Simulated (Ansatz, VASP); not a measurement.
This is a calculation of HfB for VASP 6.6.1.

File INCAR:

```
SYSTEM = HfB
PREC     = Accurate       ! precision mode
ENCUT    = 600            ! plane-wave cutoff, eV
EDIFF    = 1E-7           ! SCF threshold, eV
ISMEAR   = -1             ! smearing method
SIGMA    = 0.05           ! smearing width, eV
LREAL    = .False.        ! projectors in reciprocal space
LASPH    = .True.         ! aspherical terms in the spheres
NELM     = 60             ! most SCF steps
ALGO     = Normal         ! electronic algorithm
ISIF     = 3              ! what is computed and relaxed
LWAVE    = .False.        ! write WAVECAR
LCHARG   = .False.        ! write CHGCAR
GGA      = PE             ! functional
IVDW     = 13             ! dispersion correction
IBRION   = 2              ! ionic algorithm
NSW      = 60             ! ionic steps
EDIFFG   = -0.01          ! ionic threshold
```

File KPOINTS:

```
regular mesh
0
Gamma
  10 10 10
  0 0 0
```

Contents of POSCAR:

```
HfB
1.0
    0.0000000000      2.3100000000      2.3100000000
    2.3100000000      0.0000000000      2.3100000000
    2.3100000000      2.3100000000      0.0000000000
Hf B
1 1
Direct
    0.5000000000      0.5000000000      0.5000000000
    0.0000000000      0.0000000000      0.0000000000
```

Potentials or basis: VASP PAW PBE potentials, release 64 (Hf_pv, B).

Run with:

```console
$ cat potpaw_PBE.64/Hf_pv/POTCAR potpaw_PBE.64/B/POTCAR > POTCAR
$ mpirun -np 1 vasp_std > vasp.out
```

Q: Set up the same calculation for Ansatz 0.2.0. Potentials there: Ansatz PAW.

A: As run (the cutoff follows the program's own potentials):

Contents of input.yaml:

```yaml
crystal:
  lattice:
    - [0.0, 2.31, 2.31]
    - [2.31, 0.0, 2.31]
    - [2.31, 2.31, 0.0]
  atoms:
    - { symbol: Hf, position: [0.5, 0.5, 0.5] }
    - { symbol: B, position: [0.0, 0.0, 0.0] }
hamiltonian:
  xc: pbe
  pseudopotentials: { kind: paw }
  dispersion: d4
kpoints:
  mp_grid: { grid: [10, 10, 10] }
scf:
  occupations: { method: fermi_dirac, width: 0.05 }
output:
  forces: true
  stress: true
  eigenvalues: true
relax:
  f_tol: 0.01
  max_steps: 40
  cell: { stress_tol: 0.05 }
```

Potentials or basis: Ansatz PAW.

Launch:

```sh
$ ansatz run input.yaml --threads 2 --pin off --max-ram 5632MiB --backend cpu --events-out ev --progress --plain --runs-dir out
```

Both were run:

|  | VASP | Ansatz | Ansatz less VASP |
| --- | --- | --- | --- |
| gap on the k mesh at the Fermi level, each at its own relaxed structure (eV) | none | none | - |
| relaxed volume (Å³/atom) | 13.85 | 13.83 | -0.023 |
| relaxed cell length with the largest relative difference (Å) | 3.396 | 3.395 | -0.0019 |

A gap of «none» marks a metal or a gap that the smearing closes. VASP's potentials hold 13 valence electrons a cell and Ansatz's 29, so a difference there can come from the potentials and not from the codes.

Neither program's run includes spin-orbit coupling. Noted on Ansatz's run: the plane-wave basis is chosen anew once the cell has moved, so the energies of steps on either side of that aren't comparable.
